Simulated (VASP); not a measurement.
# Mn (R-3m) in VASP: relaxation of cell and atoms with PBE

Aim: the relaxation of cell and atoms of Mn with PBE.

Program: VASP 6.6.1. These are calculated values, not measurements. Logs are shortened: lines on timing, memory, paths and dates and some standing lists are left out, and cuts for length are marked.

**1. The cell of the first run**

It takes space group R-3m (No. 166, trigonal). The conventional cell has a = 2.789 Å, b = 2.789 Å, c = 20.218 Å, α = 90.00°, β = 90.00°, γ = 120.00°. Mn (site symmetry -3m) has 12 Mn at 2.76 to 2.79 Å within 3.6 Å. Mn (site symmetry 3m) has 12 Mn at 2.76 to 2.79 Å within 3.6 Å.

**2. Relaxation of cell and atoms, PBE, collinear spin, ferromagnetic start**

Input file INCAR:

```
ALGO = Normal ; EDIFF = 1E-7
EDIFFG = -0.04 ; ENCUT = 500
GGA = PE ; GGA_COMPAT = F
IBRION = 2 ; ISIF = 3
ISMEAR = 0 ; ISPIN = 2
LASPH = T ; LCHARG = F
LMAXMIX = 4 ; LORBIT = 11
LREAL = F ; LWAVE = F
MAGMOM = 3.72 3.72 3.72 ; NELM = 200
NELMIN = 4 ; NSW = 90
PREC = Accurate ; SIGMA = 0.1
```

Input file KPOINTS:

```
k-points
0
Gamma
  9 9 9
```

Input file POSCAR:

```
Mn
1.0
    1.3944264440      0.8050724828      6.7391755069
   -1.3944264440      0.8050724828      6.7391755069
    0.0000000000     -1.6101449656      6.7391755069
Mn
3
Direct
    0.0000000000      0.0000000000      0.0000000000
    0.2222200000      0.2222200000      0.2222200000
    0.7777800000      0.7777800000      0.7777800000
```

Potentials or basis: VASP PAW PBE potentials, release 64 (Mn_pv).

The run is started by

```console
$ cat potpaw_PBE.64/Mn_pv/POTCAR > POTCAR
$ mpirun -np 1 vasp_std > vasp.out
```

OUTCAR:

```text
EDIFF = 1E-7
   EDIFFG = -0.04
   ENCUT = 500
   GGA = PE
   IBRION = 2
   ISIF = 3
   ISMEAR = 0
   ISPIN = 2
   LASPH = T
   LORBIT = 11
   LREAL = F
   NELM = 200
   NELMIN = 4
   NSW = 90
   PREC = Accurate

 ion  position               nearest neighbor table
   1  0.000  0.000  0.000-   3 2.76   2 2.76   3 2.76   3 2.76   2 2.76   2 2.76
   2  0.222  0.222  0.222-   3 2.76   3 2.76   3 2.76   1 2.76   1 2.76   1 2.76
   3  0.778  0.778  0.778-   2 2.76   2 2.76   2 2.76   1 2.76   1 2.76   1 2.76

  LATTYP: Found a trigonal (rhomboedric) cell.
 ALAT       =     6.9288565668
 COS(alpha) =     0.9189975651

  Lattice vectors:

 A1 = (   1.3944264440,   0.8050724828,   6.7391755069)
 A2 = (  -1.3944264440,   0.8050724828,   6.7391755069)
 A3 = (   0.0000000000,  -1.6101449656,   6.7391755069)

Analysis of symmetry for initial positions (statically):
=====================================================================
 Subroutine PRICEL returns:
 Original cell was already a primitive cell.

 Routine SETGRP: Setting up the symmetry group for a
 trigonal (rhombohedral) supercell.

 Subroutine GETGRP returns: Found 12 space group operations
 (whereof 12 operations were pure point group operations)
 out of a pool of 12 trial point group operations.

The static configuration has the point symmetry D_3d.

Analysis of symmetry for dynamics (positions and initial velocities):
=====================================================================
 Subroutine PRICEL returns:
 Original cell was already a primitive cell.

 Routine SETGRP: Setting up the symmetry group for a
 trigonal (rhombohedral) supercell.

 Subroutine GETGRP returns: Found 12 space group operations
 (whereof 12 operations were pure point group operations)
 out of a pool of 12 trial point group operations.

The dynamic configuration has the point symmetry D_3d.

Analysis of structural, dynamic, and magnetic symmetry:
=====================================================================
 Subroutine PRICEL returns:
 Original cell was already a primitive cell.

 Routine SETGRP: Setting up the symmetry group for a
 trigonal (rhombohedral) supercell.

 Subroutine GETGRP returns: Found 12 space group operations
 (whereof 12 operations were pure point group operations)
 out of a pool of 12 trial point group operations.

The overall configuration has the point symmetry D_3d.

 Subroutine INISYM returns: Found 12 space group operations
 (whereof 12 operations are pure point group operations),
 and found     1 'primitive' translations

----------------------------------------------------------------------------------------

                                     Primitive cell

  volume of cell :      45.3930

  direct lattice vectors                    reciprocal lattice vectors
     1.394426444  0.805072483  6.739175507     0.358570366  0.207020697  0.049462035
    -1.394426444  0.805072483  6.739175507    -0.358570366  0.207020697  0.049462035
     0.000000000 -1.610144966  6.739175507     0.000000000 -0.414041394  0.049462035

  length of vectors
     6.928856567  6.928856567  6.928856567     0.416985334  0.416985334  0.416985334

  position of ions in fractional coordinates (direct lattice)
     0.000000000  0.000000000  0.000000000
     0.222220000  0.222220000  0.222220000
     0.777780000  0.777780000  0.777780000

  ion indices of the primitive-cell ions
   primitive index   ion index
                 1           1
                 2           2
                 3           3

----------------------------------------------------------------------------------------

 KPOINTS: k-points

Automatic generation of k-mesh.
 Grid dimensions read from file:
 generate k-points for:    9    9    9

 Generating k-lattice:

  Cartesian coordinates                     Fractional coordinates (reciprocal lattice)
     0.039841152  0.023002300  0.005495782     0.111111111  0.000000000 -0.000000000
    -0.039841152  0.023002300  0.005495782     0.000000000  0.111111111 -0.000000000
     0.000000000 -0.046004599  0.005495782    -0.000000000 -0.000000000  0.111111111

  Length of vectors
     0.046331704  0.046331704  0.046331704

  Shift w.r.t. Gamma in fractional coordinates (k-lattice)
     0.000000000  0.000000000  0.000000000

 Subroutine IBZKPT returns following result:
 ===========================================

 Found     85 irreducible k-points:

 Following reciprocal coordinates:
            Coordinates               Weight
  0.000000  0.000000  0.000000      1.000000
  0.111111  0.000000  0.000000      6.000000
  0.222222  0.000000 -0.000000      6.000000
  0.333333  0.000000  0.000000      6.000000
  0.444444  0.000000 -0.000000      6.000000
  0.111111  0.111111 -0.000000      6.000000
[... 16 lines left out ...]
 -0.333333  0.333333  0.000000      6.000000
  0.444444  0.444444  0.000000      6.000000
 [... further k-points ...]
   k-points           NKPTS =     85   k-points in BZ     NKDIM =     85   number of bands    NBANDS=     29
   number of dos      NEDOS =    301   number of ions     NIONS =      3
   total plane-waves  NPLWV = 157464
   dimension x,y,z NGX =    54 NGY =   54 NGZ =   54
   dimension x,y,z NGXF=   108 NGYF=  108 NGZF=  108
   ions per type =               3
   NGX,Y,Z   is equivalent  to a cutoff of  12.96, 12.96, 12.96 a.u.
   NGXF,Y,Z  is equivalent  to a cutoff of  25.91, 25.91, 25.91 a.u.
 SYSTEM =  unknown system
   PREC   = accura    normal or accurate (medium, high low for compatibility)
   ISTART =      0    job   : 0-new  1-cont  2-samecut
   ICHARG =      2    charge: 1-file 2-atom 10-const
   ISPIN  =      2    spin polarized calculation?
   LNONCOLLINEAR =      F non collinear calculations
   LSORBIT =      F    spin-orbit coupling
   LASPH  =      T    aspherical Exc in radial PAW
   ENCUT  =  500.0 eV  36.75 Ry    6.06 a.u.  12.63 12.63 12.63*2*pi/ulx,y,z
   NELM   =    200;   NELMIN=  4; NELMDL= -5     # of ELM steps
   EDIFF  = 0.1E-06   stopping-criterion for ELM
   LREAL  =      F    real-space projection
   EDIFFG = -.4E-01   stopping-criterion for IOM
   NSW    =     90    number of steps for IOM
   IBRION =      2    ionic relax: 0-MD 1-quasi-New 2-CG
   NFREE  =      1    steps in history (QN), initial steepest desc. (CG)
   ISIF   =      3    stress and relaxation
   ISYM   =      2    0-nonsym 1-usesym 2-fastsym
   POTIM  = 0.5000    time-step for ionic-motion
   TEBEG  =    0.0;   TEEND  =   0.0 temperature during run
   PSTRESS=    0.0 pullay stress
   NELECT =      39.0000    total number of electrons
   NUPDOWN=      -1.0000    fix difference up-down
   EMIN   =  10.00;   EMAX   =-10.00  energy-range for DOS
   EFERMI =   0.00;   METHOD = LEGACY
   ISMEAR =     0;   SIGMA  =   0.10  broadening in eV -4-tet -1-fermi 0-gaus
   EFERMI_NEDOS =   21; number of points for ismear=-14 and -15
   IALGO  =     38    algorithm
   IMIX   =      4    mixing-type and parameters
     AMIX     =   0.40;   BMIX     =  1.00
     AMIX_MAG =   1.60;   BMIX_MAG =  1.00
  volume/ion in A,a.u.               =      15.13       102.11
  Fermi-wavevector in a.u.,A,eV,Ry     =   1.556325  2.941027 32.955298  2.422146
  Thomas-Fermi vector in A             =   2.660137
   LORBIT       =     11    0 simple, 1 ext, 2 COOP (PROOUT), +10 PAW based schemes
   GGA     = PE    functional components
   LHFCALC =     F    Hartree Fock is set to
   AEXX    =    0.0000 exact exchange contribution
   IVDW    =     0    specifies the selected vdW correction
   LEPSILON=     F    determine dielectric tensor
   LRPA    =     F    only Hartree local field effects (RPA)
 conjugate gradient relaxation of ions
 spin polarized calculation
 Gauss-broadening in eV      SIGMA  =   0.10
  energy-cutoff  :      500.00
  volume of cell :       45.39
 maximum number of plane-waves:      1169
 NGX is ok and might be reduce to    54
   NGX = 25   NGY = 25   NGZ = 25

--------------------------------------- Ionic step        1  -------------------------------------------

 number of electron      39.0000018 magnetization       9.6962257

 number of electron      39.0000018 magnetization      10.4303686

 Free energy of the ion-electron system (eV)
  ---------------------------------------------------
  ext. energy  EPLUGINS =         0.00000000
  ---------------------------------------------------
  free energy    TOTEN  =       -25.23995442 eV

  energy without entropy =      -25.22193244  energy(sigma->0) =      -25.23094343

------------------------ aborting loop because EDIFF is reached ----------------------------------------

  FORCE on cell =-STRESS in cart. coord.  units (eV):
  Direction    XX          YY          ZZ          XY          YZ          ZX
  --------------------------------------------------------------------------------------
  -------------------------------------------------------------------------------------
  Total       -1.5602707     -1.5602707     -1.4984402      0.0000000      0.0000000      0.0000000
  in kB      -55.0708685    -55.0708685    -52.8885167      0.0000000      0.0000000      0.0000000
  external PRESSURE =     -54.3434179 kB  Pullay stress =       0.0000000 kB
[... 61 lines left out ...]
--------------------------------------- Ionic step        3  -------------------------------------------

 number of electron      39.0000000 magnetization       0.0019539

 number of electron      39.0000000 magnetization      -0.0001345

 E-fermi :   9.9989     XC(G=0): -13.8441

 val. band max:        9.9982401873   @ k =  -0.4444  -0.4444   0.2222
 cond. band min:       9.9990118021   @ k =   0.3333   0.1111   0.1111
 fundamental gap:      0.0007716148
 Fermi energy:         9.9989086893

 spin component 1

 k-point     1 :       0.0000    0.0000    0.0000
  band No.  band energies     occupation
      1     -38.1123      1.00000
      2     -38.1032      1.00000
      3     -37.6733      1.00000
      4     -37.6733      1.00000
      5     -37.6395      1.00000
      6     -37.6395      1.00000
[... 757 lines left out ...]
     28      19.5463      0.00000
     29      20.3039      0.00000

 [... further k-points ...]

 spin component 2

 k-point     1 :       0.0000    0.0000    0.0000
  band No.  band energies     occupation
      1     -38.1124      1.00000
      2     -38.1032      1.00000
      3     -37.6734      1.00000
      4     -37.6734      1.00000
      5     -37.6395      1.00000
      6     -37.6395      1.00000
[... 757 lines left out ...]
     28      19.5462      0.00000
     29      20.3039      0.00000

 [... further k-points ...]
[... 5 lines left out ...]
  --------------------------------------------------------------------------------------
  -------------------------------------------------------------------------------------
  Total       -1.6406506     -1.6406506     -1.9911438      0.0000000     -0.0000000      0.0000000
  in kB      -79.1806692    -79.1806692    -96.0960841      0.0000000     -0.0000000      0.0000000
  external PRESSURE =     -84.8191408 kB  Pullay stress =       0.0000000 kB
[... 217 lines left out ...]
--------------------------------------- Ionic step        9  -------------------------------------------

 number of electron      39.0000013 magnetization      -0.0000000

 number of electron      39.0000013 magnetization       0.0000000

 Free energy of the ion-electron system (eV)
  ---------------------------------------------------
  ext. energy  EPLUGINS =         0.00000000
  ---------------------------------------------------
  free energy    TOTEN  =       -26.82250394 eV

  energy without entropy =      -26.79975561  energy(sigma->0) =      -26.81112978

 E-fermi :  10.4558     XC(G=0): -14.0402

 val. band max:       10.4549408954   @ k =   0.3333   0.2222   0.2222
 cond. band min:      10.4564420063   @ k =   0.2222   0.0000  -0.0000
 fundamental gap:      0.0015011109
 Fermi energy:        10.4557836000

 spin component 1

 k-point     1 :       0.0000    0.0000    0.0000
  band No.  band energies     occupation
      1     -37.6960      1.00000
      2     -37.6749      1.00000
      3     -37.2052      1.00000
      4     -37.2052      1.00000
      5     -37.1682      1.00000
      6     -37.1682      1.00000
[... 757 lines left out ...]
     28      20.3649      0.00000
     29      21.0779      0.00000

 [... further k-points ...]

 spin component 2

 k-point     1 :       0.0000    0.0000    0.0000
  band No.  band energies     occupation
      1     -37.6960      1.00000
      2     -37.6749      1.00000
      3     -37.2052      1.00000
      4     -37.2052      1.00000
      5     -37.1682      1.00000
      6     -37.1682      1.00000
[... 757 lines left out ...]
     28      20.3649      0.00000
     29      21.0779      0.00000

 [... further k-points ...]
[... 5 lines left out ...]
  --------------------------------------------------------------------------------------
  -------------------------------------------------------------------------------------
  Total       -0.0282768     -0.0282768      0.0627522      0.0000000      0.0000000      0.0000000
  in kB       -1.4099328     -1.4099328      3.1289381      0.0000000      0.0000000      0.0000000
  external PRESSURE =       0.1030242 kB  Pullay stress =       0.0000000 kB
[... 18 lines left out ...]
  FREE ENERGIE OF THE ION-ELECTRON SYSTEM (eV)
  ---------------------------------------------------
  free  energy   TOTEN  =       -26.8225039370 eV

  energy  without entropy=      -26.7997556149  energy(sigma->0) =      -26.81112978

 reached required accuracy - stopping structural energy minimisation

 total charge

# of ion       s       p       d       tot
------------------------------------------
    1        0.430   6.403   5.157  11.990
    2        0.428   6.404   5.159  11.991
    3        0.428   6.404   5.159  11.991
--------------------------------------------------
tot          1.286  19.211  15.476  35.973

 magnetization (x)

# of ion       s       p       d       tot
------------------------------------------
    1        0.000   0.000   0.000   0.000
    2        0.000  -0.000  -0.000  -0.000
    3        0.000  -0.000  -0.000  -0.000
--------------------------------------------------
tot          0.000  -0.000  -0.000   0.000
```

Run time: 1.9 h. Hardware: 1 thread of AMD EPYC 9R45 (Zen 5), shared host; peak memory 0.6 GiB.

What came out:

| Quantity | Value |
| --- | --- |
| Free energy | -26.8225 eV |
| Relaxed volume | 10.71 Å³/atom |
| Relaxed cell | a = 6.169 Å, b = 6.169 Å, c = 6.169 Å, α = 23.26°, β = 23.26°, γ = 23.26° |
| Space group after relaxing (to 0.1 Å) | R-3m (No. 166) |
| Pressure after relaxing | 0.0 GPa |
| Largest force after relaxing | 0.038 eV/Å |
| Net moment | 0.00 μB per cell |
| Valence electrons inside the program's atomic spheres | Mn 11.99 |

Forces in eV/Å, atoms in the order of the input:
```
Mn   0.000  0.000  0.000
Mn   0.000  0.000  0.038
Mn   0.000  0.000 -0.038
```

Stress tensor (GPa, compression positive):
```
-0.14  0.00  0.00
 0.00 -0.14  0.00
 0.00  0.00  0.31
```

Final structure:
```
Mn
1.0
     1.24344    0.71790    5.99932
    -1.24344    0.71790    5.99932
     0.00000   -1.43580    5.99932
Mn
3
Cartesian
  0.0000 0.0000 0.0000
  0.0000 0.0000 3.9971
  0.0000 0.0000 14.0009
```

Caveat: the volume moved by over 15 % at a fixed basis, so the end points are rough; the moments typed at the start vanished in this run.
